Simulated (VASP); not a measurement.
# C (C2/m) in VASP: notebook, part 2 of 2

VASP 6.6.1. Earlier steps stand in the parts before.

**4. Single point, PBE+D3(BJ) (atoms displaced along a vibrational mode)**

INCAR

```
SYSTEM = C
PREC = Accurate
ENCUT = 520
EDIFF = 1E-7
ISMEAR = 0
SIGMA = 0.05
LREAL = .False.
LASPH = .True.
NELM = 60
ALGO = Normal
ISIF = 2
LWAVE = .False.
LCHARG = .False.
GGA = PE
IVDW = 12
NBANDS = 11
```

KPOINTS

```
Automatic mesh
0
Gamma
  15 15 15
  0 0 0
```

POSCAR

```
C
1.0
    1.2324984681      0.7115833223      3.3613878357
   -1.2324984681      0.7115833223      3.3613878357
    0.0000000000     -1.4231666447      3.3613878357
C
2
Direct
    0.1607320734      0.1607320734      0.1712719494
    0.8392679266      0.8392679266      0.8287280506
```

Potentials or basis: VASP PAW PBE potentials, release 64 (C).

Run with:

```console
> cat potpaw_PBE.64/C/POTCAR > POTCAR
> mpirun -np 1 vasp_std > vasp.out
```

OUTCAR:

```text
SYSTEM = C
   PREC = Accurate
   ENCUT = 520
   EDIFF = 1E-7
   ISMEAR = 0
   LREAL = .False.
   LASPH = .True.
   NELM = 60
   ISIF = 2
   GGA = PE
   IVDW = 12
 IVDW          = 12

 ion  position               nearest neighbor table
   1  0.161  0.161  0.171-   2 1.39   2 1.44   2 1.44
   2  0.839  0.839  0.829-   1 1.39   1 1.44   1 1.44

  LATTYP: Found a trigonal (rhomboedric) cell.
 ALAT       =     3.6502508791
 COS(alpha) =     0.7719881893

  Lattice vectors:

 A1 = (   1.2324984681,   0.7115833223,   3.3613878357)
 A2 = (  -1.2324984681,   0.7115833223,   3.3613878357)
 A3 = (   0.0000000000,  -1.4231666447,   3.3613878357)

Analysis of symmetry for initial positions (statically):
=====================================================================
 Subroutine PRICEL returns:
 Original cell was already a primitive cell.

 Routine SETGRP: Setting up the symmetry group for a
 trigonal (rhombohedral) supercell.

 Subroutine GETGRP returns: Found  4 space group operations
 (whereof  4 operations were pure point group operations)
 out of a pool of 12 trial point group operations.

The static configuration has the point symmetry C_2h.

Analysis of symmetry for dynamics (positions and initial velocities):
=====================================================================
 Subroutine PRICEL returns:
 Original cell was already a primitive cell.

 Routine SETGRP: Setting up the symmetry group for a
 trigonal (rhombohedral) supercell.

 Subroutine GETGRP returns: Found  4 space group operations
 (whereof  4 operations were pure point group operations)
 out of a pool of 12 trial point group operations.

The dynamic configuration has the point symmetry C_2h.

 Subroutine INISYM returns: Found  4 space group operations
 (whereof  4 operations are pure point group operations),
 and found     1 'primitive' translations

----------------------------------------------------------------------------------------

                                     Primitive cell

  volume of cell :      17.6881

  direct lattice vectors                    reciprocal lattice vectors
     1.232498468  0.711583322  3.361387836     0.405680017  0.234219467  0.099165389
    -1.232498468  0.711583322  3.361387836    -0.405680017  0.234219467  0.099165389
     0.000000000 -1.423166645  3.361387836     0.000000000 -0.468438935  0.099165389

  length of vectors
     3.650250879  3.650250879  3.650250879     0.478820227  0.478820227  0.478820227

  position of ions in fractional coordinates (direct lattice)
     0.160732073  0.160732073  0.171271949
     0.839267927  0.839267927  0.828728051

  ion indices of the primitive-cell ions
   primitive index   ion index
                 1           1
                 2           2

----------------------------------------------------------------------------------------

 KPOINTS: Automatic mesh

Automatic generation of k-mesh.
 Grid dimensions read from file:
 generate k-points for:   15   15   15

 Generating k-lattice:

[... 21 lines left out ...]
  0.133333  0.000000  0.000000      4.000000
  0.000000  0.000000  0.133333      2.000000
  0.200000  0.000000 -0.000000      4.000000
[... 16 lines left out ...]
  0.066667  0.000000  0.200000      4.000000
  0.266667  0.066667  0.000000      4.000000
 [... further k-points ...]
   k-points           NKPTS =    904   k-points in BZ     NKDIM =    904   number of bands    NBANDS=     11
   number of dos      NEDOS =    301   number of ions     NIONS =      2
   total plane-waves  NPLWV =  21952
   dimension x,y,z NGX =    28 NGY =   28 NGZ =   28
   dimension x,y,z NGXF=    56 NGYF=   56 NGZF=   56
   ions per type =               2
   NGX,Y,Z   is equivalent  to a cutoff of  12.75, 12.75, 12.75 a.u.
   NGXF,Y,Z  is equivalent  to a cutoff of  25.50, 25.50, 25.50 a.u.
 SYSTEM =  C
   PREC   = accura    normal or accurate (medium, high low for compatibility)
   ISTART =      0    job   : 0-new  1-cont  2-samecut
   ICHARG =      2    charge: 1-file 2-atom 10-const
   ISPIN  =      1    spin polarized calculation?
   LNONCOLLINEAR =      F non collinear calculations
   LSORBIT =      F    spin-orbit coupling
   LASPH  =      T    aspherical Exc in radial PAW
   ENCUT  =  520.0 eV  38.22 Ry    6.18 a.u.   6.79  6.79  6.79*2*pi/ulx,y,z
   NELM   =     60;   NELMIN=  2; NELMDL= -5     # of ELM steps
   EDIFF  = 0.1E-06   stopping-criterion for ELM
   LREAL  =      F    real-space projection
   EDIFFG = 0.1E-05   stopping-criterion for IOM
   NSW    =      0    number of steps for IOM
   IBRION =     -1    ionic relax: 0-MD 1-quasi-New 2-CG
   NFREE  =      0    steps in history (QN), initial steepest desc. (CG)
   ISIF   =      2    stress and relaxation
   ISYM   =      2    0-nonsym 1-usesym 2-fastsym
   POTIM  = 0.5000    time-step for ionic-motion
   TEBEG  =    0.0;   TEEND  =   0.0 temperature during run
   PSTRESS=    0.0 pullay stress
   NELECT =       8.0000    total number of electrons
   NUPDOWN=      -1.0000    fix difference up-down
   EMIN   =  10.00;   EMAX   =-10.00  energy-range for DOS
   EFERMI =   0.00;   METHOD = LEGACY
   ISMEAR =     0;   SIGMA  =   0.05  broadening in eV -4-tet -1-fermi 0-gaus
   EFERMI_NEDOS =   21; number of points for ismear=-14 and -15
   IALGO  =     38    algorithm
   IMIX   =      4    mixing-type and parameters
     AMIX     =   0.40;   BMIX     =  1.00
     AMIX_MAG =   1.60;   BMIX_MAG =  1.00
  volume/ion in A,a.u.               =       8.84        59.68
  Fermi-wavevector in a.u.,A,eV,Ry     =   1.256640  2.374705 21.485554  1.579144
  Thomas-Fermi vector in A             =   2.390338
   LORBIT       =      0    0 simple, 1 ext, 2 COOP (PROOUT), +10 PAW based schemes
   GGA     = PE    functional components
   LHFCALC =     F    Hartree Fock is set to
   AEXX    =    0.0000 exact exchange contribution
   IVDW    =    12    specifies the selected vdW correction
   LEPSILON=     F    determine dielectric tensor
   LRPA    =     F    only Hartree local field effects (RPA)
 non-spin polarized calculation
 Gauss-broadening in eV      SIGMA  =   0.05
  energy-cutoff  :      520.00
  volume of cell :       17.69
 maximum number of plane-waves:       490
   NGX = 13   NGY = 13   NGZ = 13

 number of electron       8.0000000 magnetization

 Free energy of the ion-electron system (eV)
  ---------------------------------------------------
  ext. energy  EPLUGINS =         0.00000000
  ---------------------------------------------------
  free energy    TOTEN  =       -18.37975758 eV

  energy without entropy =      -18.37975758  energy(sigma->0) =      -18.37975758

 E-fermi :   4.6438     XC(G=0): -10.3117

 val. band max:        4.4917436983   @ k =  -0.3333   0.3333   0.0000
 cond. band min:       4.7959129755   @ k =  -0.3333   0.3333   0.0000
 fundamental gap:      0.3041692772
 Fermi energy:         4.6438456674

 k-point     1 :       0.0000    0.0000    0.0000
  band No.  band energies     occupation
      1     -14.9858      2.00000
      2      -1.8894      2.00000
      3       1.2387      2.00000
      4       2.1363      2.00000
      5       8.8736      0.00000
      6      12.4393      0.00000
      7      13.6052      0.00000
      8      16.0613      0.00000
      9      17.3136      0.00000
     10      27.3775      0.00000
     11      30.3373      0.00000
[... 309 lines left out ...]
 k-point    24 :       0.2667    0.0667    0.0000
  band No.  band energies     occupation
      1     -13.5867      2.00000
      2      -2.3132      2.00000
      3      -0.6124      2.00000
      4      -0.4714      2.00000
      5      10.8345      0.00000
      6      12.4745      0.00000
      7      13.3243      0.00000
      8      17.0626      0.00000
      9      20.1005      0.00000
     10      23.9293      0.00000
     11      27.9532      0.00000

 [... further k-points ...]

------------------------ aborting loop because EDIFF is reached ----------------------------------------

 Edisp (eV)   -0.31200

 E8    (eV) :    -0.0884

  FORCE on cell =-STRESS in cart. coord.  units (eV):
  Direction    XX          YY          ZZ          XY          YZ          ZX
  --------------------------------------------------------------------------------------
  -------------------------------------------------------------------------------------
  Total      -0.21416     0.50702    -0.05527     0.00000    -0.08058     0.00000
  in kB     -19.39840    45.92546    -5.00614     0.00000    -7.29927     0.00000
  external pressure =        7.17 kB  Pullay stress =        0.00 kB

 VOLUME and BASIS-vectors are now :
 -----------------------------------------------------------------------------
  energy-cutoff  :      520.00
  volume of cell :       17.69
      direct lattice vectors                 reciprocal lattice vectors
     1.232498468  0.711583322  3.361387836     0.405680017  0.234219467  0.099165389
    -1.232498468  0.711583322  3.361387836    -0.405680017  0.234219467  0.099165389
     0.000000000 -1.423166645  3.361387836     0.000000000 -0.468438935  0.099165389

 POSITION                                       TOTAL-FORCE (eV/Angst)
 -----------------------------------------------------------------------------------
      0.00000     -0.01500      1.65628         0.000000      1.673401      0.781079
      0.00000      0.01500      8.42789         0.000000     -1.673401     -0.781079
 -----------------------------------------------------------------------------------
    total drift:                               -0.000000      0.000000      0.000000

  FREE ENERGIE OF THE ION-ELECTRON SYSTEM (eV)
  ---------------------------------------------------
  free  energy   TOTEN  =       -18.6917575074 eV

  energy  without entropy=      -18.6917575041  energy(sigma->0) =      -18.69175751
```

OSZICAR:

```text
N       E                     dE             d eps       ncg     rms          rms(c)
DAV:   1     0.608197405039E+01    0.60820E+01   -0.45405E+03 20406   0.663E+02
DAV:   2    -0.189618312484E+02   -0.25044E+02   -0.23743E+02 26176   0.131E+02
DAV:   3    -0.195599618233E+02   -0.59813E+00   -0.59697E+00 24969   0.170E+01
DAV:   4    -0.195621602005E+02   -0.21984E-02   -0.21982E-02 23323   0.126E+00
DAV:   5    -0.195621684112E+02   -0.82107E-05   -0.82110E-05 25371   0.707E-02    0.632E+00
DAV:   6    -0.186613517208E+02    0.90082E+00   -0.76446E-01 23421   0.508E+00    0.368E+00
DAV:   7    -0.183762782358E+02    0.28507E+00   -0.86339E-01 24118   0.544E+00    0.103E+00
DAV:   8    -0.183798418931E+02   -0.35637E-02   -0.19942E-02 22325   0.900E-01    0.112E-01
DAV:   9    -0.183796811149E+02    0.16078E-03   -0.53132E-04 24351   0.149E-01    0.527E-02
DAV:  10    -0.183797565428E+02   -0.75428E-04   -0.12336E-04 22534   0.777E-02    0.251E-02
DAV:  11    -0.183797573060E+02   -0.76316E-06   -0.70741E-06 24609   0.157E-02    0.337E-03
DAV:  12    -0.183797575893E+02   -0.28334E-06   -0.45443E-07 22591   0.519E-03    0.125E-03
DAV:  13    -0.183797575823E+02    0.69664E-08   -0.48240E-08 24362   0.145E-03
   1 F= -.18691758E+02 E0= -.18691758E+02  d E =-.321396E-08
```

Wall time 6.5 min (1 thread of AMD EPYC 7R13, shared host); peak memory 0.25 GiB.

Results:

```
Free energy                : -18.6918 eV
Pressure                   : 0.7 GPa
Largest force              : 1.847 eV/Å
Dispersion energy per atom : -0.156 eV
```

Forces on the atoms (eV/Å):
```
C    0.000  1.673  0.781
C    0.000 -1.673 -0.781
```

Caveat: the cell differs from its parent crystal (atoms displaced along a vibrational mode); forces of over 1 eV/Å act on the atoms, so gaps and moduli don't describe the material at rest.

**5. Summary**

```tsv
cell	pressure (GPa)	largest force (eV/Å)
as given, atomic positions A	1.6	3.73
as given, atomic positions B	-1.3	3.49
as given, atomic positions C	0.7	1.85
```

Alike in all rows: task single point; level PBE+D3(BJ); potentials or basis VASP PAW PBE potentials, release 64 (C); no spin polarisation; k mesh 15 × 15 × 15; cutoff (eV) 520; smearing gaussian 0.05 eV.

Caveats: forces of over 1 eV/Å act on the atoms, so gaps and moduli don't describe the material at rest.

Absolute energies hang on the potentials; compare differences alone.
